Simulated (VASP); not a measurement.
## Pt: single point with LDA

Pt:

```
Pt
1.0
     0.00000    1.94683    2.01497
     1.73268    0.00000    2.01497
     1.73268    1.94683    0.00000
Pt
1
Cartesian
  0.0000 0.0000 0.0000
```

This cell differs from its parent crystal: normal strain along x -0.1100, normal strain along z +0.0350.

```json
{
 "Program": "VASP 6.6.1",
 "Task": "single point",
 "Functional": "LDA",
 "Potentials or basis": "VASP PAW LDA potentials, release 64 (Pt)",
 "Cutoff": "520 eV",
 "k mesh": "20 × 20 × 20",
 "Occupations": "gaussian, width 0.15 eV",
 "Spin": "no spin polarisation"
}
```

```yaml
Pressure: 33.7 GPa
Band_gap_on_the_k_mesh: zero (bands 5 and 6 overlap by 3.36 eV)
```

Stress tensor (GPa, compression positive):
```
40.68  0.00  0.00
 0.00 35.48  0.00
 0.00  0.00 25.04
```

Levels at points of the mesh, in eV from the Fermi level:
```csv
k point,band 1,band 2,band 3,band 4,band 5,band 6,band 7,band 8,band 9,band 10
"(0.00, 0.00, 0.00)",-11.37,-5.10,-4.56,-3.19,-2.99,-0.99,14.68,18.07,18.95,23.07
"(0.50, 0.00, 0.00)",-8.41,-5.39,-3.47,-0.76,-0.35,0.66,6.95,13.65,18.60,21.35
"(0.50, 0.50, 0.00)",-8.33,-7.61,0.01,0.10,0.46,1.08,8.55,12.38,13.71,23.01
"(0.50, 0.00, 0.50)",-8.28,-7.50,-0.23,-0.17,1.13,1.39,9.56,11.67,13.26,22.79
"(0.00, 0.50, 0.50)",-8.13,-7.78,0.14,0.45,0.99,3.74,10.02,10.31,12.73,20.61
```

Wall time 3 min on 1 thread of Intel Xeon 8259CL, on a shared host, peak memory 0.28 GiB.

Caveat: the cell differs from its parent crystal (normal strain along x -0.1100, normal strain along z +0.0350); the stress differs along the axes, from 25 to 41 GPa; spin-orbit coupling is left out, which moves the levels of the heavy elements.
